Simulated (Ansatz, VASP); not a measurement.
One calculation of TiH, two programs

```
Ti H
1.0
     2.81679    0.00000    0.00000
    -1.40839    2.43941    0.00000
     0.00000    0.00000    2.74735
Ti H
1 1
Direct
  0.00000 0.00000 0.00000
  0.66667 0.33333 0.50000
```

Alike in both runs: task single point; functional r2SCAN; k mesh 6 × 6 × 6; occupations gaussian, width 0.1 eV; no spin polarisation.

```csv
,VASP,Ansatz
version,VASP 6.6.1,Ansatz 0.2.0
potentials or method,"VASP PAW PBE potentials, release 64 (Ti_sv, H), cutoff 520 eV","scalar-relativistic, plane waves, PAW"
valence electrons in the cell,13,13
```

VASP gave:

- gap on the k mesh at the Fermi level (eV): none
- pressure (GPa): -0.2
- traceless stress, the component that is largest in VASP (GPa): -10.41

Q: Estimate Ansatz's values.

A: gap on the k mesh at the Fermi level (eV): none; pressure (GPa): -0.6; traceless stress, the component that is largest in VASP (GPa): -10.40.

VASP's potentials were made for PBE, not for r2SCAN. A gap of «none» marks a metal or a gap that the smearing closes. The functional is the same, so the differences come from potentials, cutoffs and numerics.

The k mesh is coarse, so the values compare programs but aren't converged.
